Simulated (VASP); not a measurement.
# NaF (F-43m) in VASP: further runs

Runs on NaF. Level: PBE. Tasks: single point.

All numbers are computed with VASP 6.6.1; they aren't measurements. Logs are shortened: lines on timing, memory, paths and dates and some standing lists are left out, and cuts for length are marked.

**1. The cell of the first run**

It takes space group F-43m (No. 216, cubic). The conventional cell has a = 5.063 Å, b = 5.063 Å, c = 5.063 Å, α = 90.00°, β = 90.00°, γ = 90.00°. Within 2.9 Å of Na (site symmetry -43m) lie 4 F at 2.19 Å. F (site symmetry -43m) has 4 Na at 2.19 Å within 2.9 Å.

**2. Single point, PBE**

INCAR reads:

```
  ALGO = Normal
  EDIFF = 1E-6
  ENCUT = 520
  GGA = PE
  ISIF = 2
  ISMEAR = 0
  LASPH = True
  LCHARG = True
  LELF = True
  LREAL = False
  LVHAR = True
  LWAVE = False
  NBANDS = 14
  NELM = 80
  PREC = Accurate
  SIGMA = 0.01
```

KPOINTS reads:

```
k-points
0
Gamma
  8 8 8
```

POSCAR reads:

```
NaF
1.0
    0.0000000000      2.5312613675      2.5312613675
    2.5312613675      0.0000000000      2.5312613675
    2.5312613675      2.5312613675      0.0000000000
Na F
1 1
Direct
    0.0000000000      0.0000000000      0.0000000000
    0.2500000000      0.2500000000      0.2500000000
```

Potentials or basis: VASP PAW PBE potentials, release 64 (Na_pv, F).

Launch:

```bash
> cat potpaw_PBE.64/Na_pv/POTCAR potpaw_PBE.64/F/POTCAR > POTCAR
> mpirun -np 1 vasp_std > vasp.out
```

OUTCAR:

```text
EDIFF = 1E-6
   ENCUT = 520
   GGA = PE
   ISIF = 2
   ISMEAR = 0
   LASPH = True
   LREAL = False
   NELM = 80
   PREC = Accurate

 ion  position               nearest neighbor table
   1  0.000  0.000  0.000-   2 2.19   2 2.19   2 2.19   2 2.19
   2  0.250  0.250  0.250-   1 2.19   1 2.19   1 2.19   1 2.19

  LATTYP: Found a face centered cubic cell.
 ALAT       =     5.0625227350

  Lattice vectors:

 A1 = (   0.0000000000,   2.5312613675,   2.5312613675)
 A2 = (   2.5312613675,   0.0000000000,   2.5312613675)
 A3 = (   2.5312613675,   2.5312613675,   0.0000000000)

Analysis of symmetry for initial positions (statically):
=====================================================================
 Subroutine PRICEL returns:
 Original cell was already a primitive cell.

 Routine SETGRP: Setting up the symmetry group for a
 face centered cubic supercell.

 Subroutine GETGRP returns: Found 24 space group operations
 (whereof 24 operations were pure point group operations)
 out of a pool of 48 trial point group operations.

The static configuration has the point symmetry T_d .

Analysis of symmetry for dynamics (positions and initial velocities):
=====================================================================
 Subroutine PRICEL returns:
 Original cell was already a primitive cell.

 Routine SETGRP: Setting up the symmetry group for a
 face centered cubic supercell.

 Subroutine GETGRP returns: Found 24 space group operations
 (whereof 24 operations were pure point group operations)
 out of a pool of 48 trial point group operations.

The dynamic configuration has the point symmetry T_d .

 Subroutine INISYM returns: Found 24 space group operations
 (whereof 24 operations are pure point group operations),
 and found     1 'primitive' translations

----------------------------------------------------------------------------------------

                                     Primitive cell

  volume of cell :      32.4370

  direct lattice vectors                    reciprocal lattice vectors
     0.000000000  2.531261367  2.531261367    -0.197529977  0.197529977  0.197529977
     2.531261367  0.000000000  2.531261367     0.197529977 -0.197529977  0.197529977
     2.531261367  2.531261367  0.000000000     0.197529977  0.197529977 -0.197529977

  length of vectors
     3.579744156  3.579744156  3.579744156     0.342131956  0.342131956  0.342131956

  position of ions in fractional coordinates (direct lattice)
     0.000000000  0.000000000  0.000000000
     0.250000000  0.250000000  0.250000000

  ion indices of the primitive-cell ions
   primitive index   ion index
                 1           1
                 2           2

----------------------------------------------------------------------------------------

 KPOINTS: k-points

Automatic generation of k-mesh.
 Grid dimensions read from file:
 generate k-points for:    8    8    8

 Generating k-lattice:

  Cartesian coordinates                     Fractional coordinates (reciprocal lattice)
    -0.024691247  0.024691247  0.024691247     0.125000000  0.000000000  0.000000000
     0.024691247 -0.024691247  0.024691247     0.000000000  0.125000000  0.000000000
     0.024691247  0.024691247 -0.024691247     0.000000000  0.000000000  0.125000000

  Length of vectors
     0.042766495  0.042766495  0.042766495

  Shift w.r.t. Gamma in fractional coordinates (k-lattice)
     0.000000000  0.000000000  0.000000000

 Subroutine IBZKPT returns following result:
 ===========================================

 Found     29 irreducible k-points:

 Following reciprocal coordinates:
            Coordinates               Weight
  0.000000  0.000000  0.000000      1.000000
  0.125000  0.000000  0.000000      8.000000
  0.250000  0.000000  0.000000      8.000000
  0.375000  0.000000  0.000000      8.000000
  0.500000  0.000000  0.000000      4.000000
  0.125000  0.125000  0.000000      6.000000
[... 16 lines left out ...]
  0.500000  0.250000  0.125000     48.000000
 -0.375000  0.250000  0.125000     24.000000
 [... further k-points ...]
   k-points           NKPTS =     29   k-points in BZ     NKDIM =     29   number of bands    NBANDS=     14
   number of dos      NEDOS =    301   number of ions     NIONS =      2
   total plane-waves  NPLWV =  21952
   dimension x,y,z NGX =    28 NGY =   28 NGZ =   28
   dimension x,y,z NGXF=    56 NGYF=   56 NGZF=   56
   ions per type =               1   1
   NGX,Y,Z   is equivalent  to a cutoff of  13.00, 13.00, 13.00 a.u.
   NGXF,Y,Z  is equivalent  to a cutoff of  26.01, 26.01, 26.01 a.u.
 SYSTEM =  unknown system
   PREC   = accura    normal or accurate (medium, high low for compatibility)
   ISTART =      0    job   : 0-new  1-cont  2-samecut
   ICHARG =      2    charge: 1-file 2-atom 10-const
   ISPIN  =      1    spin polarized calculation?
   LNONCOLLINEAR =      F non collinear calculations
   LSORBIT =      F    spin-orbit coupling
   LASPH  =      T    aspherical Exc in radial PAW
   ENCUT  =  520.0 eV  38.22 Ry    6.18 a.u.   6.66  6.66  6.66*2*pi/ulx,y,z
   NELM   =     80;   NELMIN=  2; NELMDL= -5     # of ELM steps
   EDIFF  = 0.1E-05   stopping-criterion for ELM
   LREAL  =      F    real-space projection
   EDIFFG = 0.1E-04   stopping-criterion for IOM
   NSW    =      0    number of steps for IOM
   IBRION =     -1    ionic relax: 0-MD 1-quasi-New 2-CG
   NFREE  =      0    steps in history (QN), initial steepest desc. (CG)
   ISIF   =      2    stress and relaxation
   ISYM   =      2    0-nonsym 1-usesym 2-fastsym
   POTIM  = 0.5000    time-step for ionic-motion
   TEBEG  =    0.0;   TEEND  =   0.0 temperature during run
   PSTRESS=    0.0 pullay stress
   NELECT =      14.0000    total number of electrons
   NUPDOWN=      -1.0000    fix difference up-down
   EMIN   =  10.00;   EMAX   =-10.00  energy-range for DOS
   EFERMI =   0.00;   METHOD = LEGACY
   ISMEAR =     0;   SIGMA  =   0.01  broadening in eV -4-tet -1-fermi 0-gaus
   EFERMI_NEDOS =   21; number of points for ismear=-14 and -15
   IALGO  =     38    algorithm
   IMIX   =      4    mixing-type and parameters
     AMIX     =   0.40;   BMIX     =  1.00
     AMIX_MAG =   1.60;   BMIX_MAG =  1.00
  volume/ion in A,a.u.               =      16.22       109.45
  Fermi-wavevector in a.u.,A,eV,Ry     =   1.237192  2.337954 20.825685  1.530645
  Thomas-Fermi vector in A             =   2.371770
   LORBIT       =      0    0 simple, 1 ext, 2 COOP (PROOUT), +10 PAW based schemes
   GGA     = PE    functional components
   LHFCALC =     F    Hartree Fock is set to
   AEXX    =    0.0000 exact exchange contribution
   IVDW    =     0    specifies the selected vdW correction
   LEPSILON=     F    determine dielectric tensor
   LRPA    =     F    only Hartree local field effects (RPA)
 non-spin polarized calculation
 Gauss-broadening in eV      SIGMA  =   0.01
  energy-cutoff  :      520.00
  volume of cell :       32.44
 maximum number of plane-waves:       893
   NGX = 13   NGY = 13   NGZ = 13

 number of electron      13.9999982 magnetization

 Free energy of the ion-electron system (eV)
  ---------------------------------------------------
  ext. energy  EPLUGINS =         0.00000000
  ---------------------------------------------------
  free energy    TOTEN  =        -8.38371819 eV

  energy without entropy =       -8.38371819  energy(sigma->0) =       -8.38371819

 E-fermi :  -3.3396     XC(G=0):  -7.7337

 val. band max:       -3.3925974216   @ k =   0.0000   0.0000   0.0000
 cond. band min:       2.2198824954   @ k =   0.0000   0.0000   0.0000
 fundamental gap:      5.6124799170
 Fermi energy:        -3.3395727425

 k-point     1 :       0.0000    0.0000    0.0000
  band No.  band energies     occupation
      1     -22.2406      2.00000
      2     -22.2406      2.00000
      3     -22.2406      2.00000
      4     -22.1376      2.00000
      5      -3.3926      2.00000
      6      -3.3926      2.00000
      7      -3.3926      2.00000
      8       2.2199      0.00000
      9      15.9237      0.00000
     10      15.9237      0.00000
     11      15.9237      0.00000
     12      17.5108      0.00000
     13      17.5108      0.00000
     14      17.5108      0.00000

 k-point     2 :       0.1250    0.0000    0.0000
  band No.  band energies     occupation
      1     -22.4487      2.00000
      2     -22.2423      2.00000
      3     -22.2423      2.00000
      4     -21.9208      2.00000
      5      -3.5540      2.00000
      6      -3.3980      2.00000
      7      -3.3980      2.00000
      8       2.6430      0.00000
      9      14.0580      0.00000
     10      15.5181      0.00000
     11      15.5181      0.00000
     12      17.2188      0.00000
     13      17.2188      0.00000
     14      17.4252      0.00000

 k-point     3 :       0.2500    0.0000    0.0000
  band No.  band energies     occupation
      1     -22.6535      2.00000
      2     -22.2465      2.00000
      3     -22.2465      2.00000
      4     -21.6951      2.00000
      5      -3.8803      2.00000
      6      -3.4112      2.00000
      7      -3.4112      2.00000
      8       3.7316      0.00000
      9      11.4820      0.00000
     10      14.6560      0.00000
     11      14.6561      0.00000
     12      17.0829      0.00000
     13      17.5567      0.00000
     14      17.5567      0.00000
[... 324 lines left out ...]
 k-point    23 :       0.5000    0.2500    0.1250
  band No.  band energies     occupation
      1     -22.8325      2.00000
      2     -22.2743      2.00000
      3     -22.2567      2.00000
      4     -21.4599      2.00000
      5      -4.0524      2.00000
      6      -3.6186      2.00000
      7      -3.4636      2.00000
      8       5.8024      0.00000
      9       9.4321      0.00000
     10      11.6613      0.00000
     11      13.5644      0.00000
     12      17.0483      0.00000
     13      18.4146      0.00000
     14      20.0486      0.00000

 k-point    24 :      -0.3750    0.2500    0.1250
  band No.  band energies     occupation
      1     -22.8634      2.00000
      2     -22.2787      2.00000
      3     -22.2591      2.00000
      4     -21.4187      2.00000
      5      -4.0848      2.00000
      6      -3.6545      2.00000
      7      -3.4774      2.00000
      8       6.8484      0.00000
      9       8.1896      0.00000
     10      11.5035      0.00000
     11      13.3609      0.00000
     12      17.3164      0.00000
     13      18.2218      0.00000
     14      21.0351      0.00000

 [... further k-points ...]

------------------------ aborting loop because EDIFF is reached ----------------------------------------

  FORCE on cell =-STRESS in cart. coord.  units (eV):
  Direction    XX          YY          ZZ          XY          YZ          ZX
  --------------------------------------------------------------------------------------
  -------------------------------------------------------------------------------------
  Total        0.3941817      0.3941817      0.3941817     -0.0000000      0.0000000     -0.0000000
  in kB       19.4700060     19.4700060     19.4700060     -0.0000000      0.0000000     -0.0000000
  external PRESSURE =      19.4700060 kB  Pullay stress =       0.0000000 kB

 VOLUME and BASIS-vectors are now :
 -----------------------------------------------------------------------------
  energy-cutoff  :      520.00
  volume of cell :       32.44
      direct lattice vectors                 reciprocal lattice vectors
     0.000000000  2.531261367  2.531261367    -0.197529977  0.197529977  0.197529977
     2.531261367  0.000000000  2.531261367     0.197529977 -0.197529977  0.197529977
     2.531261367  2.531261367  0.000000000     0.197529977  0.197529977 -0.197529977

 POSITION                                       TOTAL-FORCE (eV/Angst)
 -----------------------------------------------------------------------------------
      0.00000      0.00000      0.00000         0.000000      0.000000      0.000000
      1.26563      1.26563      1.26563        -0.000000     -0.000000     -0.000000
 -----------------------------------------------------------------------------------
    total drift:                               -0.000001     -0.000001     -0.000001

  FREE ENERGIE OF THE ION-ELECTRON SYSTEM (eV)
  ---------------------------------------------------
  free  energy   TOTEN  =        -8.3837181870 eV

  energy  without entropy=       -8.3837181870  energy(sigma->0) =       -8.38371819
```

Run time: 33 s. Hardware: 1 thread of AMD EPYC 7R13, shared host; peak memory 0.12 GiB.

What came out:

* Free energy: -8.3837 eV
* Pressure: 1.9 GPa
* Band gap on the k mesh: 5.61 eV, direct

A k mesh can miss the band edges.

**3. Single point, PBE (volume changed by -6%)**

INCAR reads:

```
SYSTEM = NaF
ALGO     = Normal         ! electronic algorithm
EDIFF    = 1E-6           ! SCF threshold, eV
ENCUT    = 520            ! plane-wave cutoff, eV
GGA      = PE             ! functional
ISIF     = 2              ! what is computed and relaxed
ISMEAR   = 0              ! smearing method
LASPH    = .TRUE.         ! aspherical terms in the spheres
LCHARG   = .FALSE.        ! write CHGCAR
LREAL    = .FALSE.        ! projectors in reciprocal space
LWAVE    = .FALSE.        ! write WAVECAR
NBANDS   = 14             ! bands
NELM     = 80             ! most SCF steps
PREC     = Accurate       ! precision mode
SIGMA    = 0.01           ! smearing width, eV
```

KPOINTS reads:

```
k-points
0
G
  8 8 8
  0 0 0
```

POSCAR reads:

```
NaF
1.0
    0.0000000000      2.5244804891      2.5244804891
    2.5244804891      0.0000000000      2.5244804891
    2.5244804891      2.5244804891      0.0000000000
Na F
1 1
Direct
    0.0000000000      0.0000000000      0.0000000000
    0.2500000000      0.2500000000      0.2500000000
```

Potentials or basis: VASP PAW PBE potentials, release 64 (Na_pv, F).

Launch:

```bash
> cat potpaw_PBE.64/Na_pv/POTCAR potpaw_PBE.64/F/POTCAR > POTCAR
> mpirun -np 1 vasp_std > vasp.out
```

It took 30 s on 1 thread of AMD EPYC 7R13, shared host; peak memory 0.12 GiB.

It converged, with:

```yaml
Free_energy: -8.3800 eV
Pressure: 2.3 GPa
Band_gap_on_the_k_mesh: 5.64 eV, direct
```

Levels at points of the mesh, in eV from the valence-band top:
| k point | band 3 | band 4 | band 5 | band 6 | band 7 | band 8 | band 9 | band 10 | band 11 | band 12 |
| --- | --- | --- | --- | --- | --- | --- | --- | --- | --- | --- |
| (0.00, 0.00, 0.00) | -18.82 | -18.75 | 0.00 | 0.00 | 0.00 | 5.64 | 19.40 | 19.40 | 19.40 | 20.99 |
| (0.50, 0.00, 0.00) | -18.83 | -18.08 | -0.86 | -0.04 | -0.04 | 10.00 | 10.96 | 17.25 | 17.25 | 20.55 |
| (0.50, 0.50, 0.00) | -18.85 | -17.95 | -0.79 | -0.16 | -0.16 | 10.00 | 12.05 | 16.34 | 17.17 | 17.17 |

 A k mesh can miss the band edges.

(Part 1 of 2 ends here.)
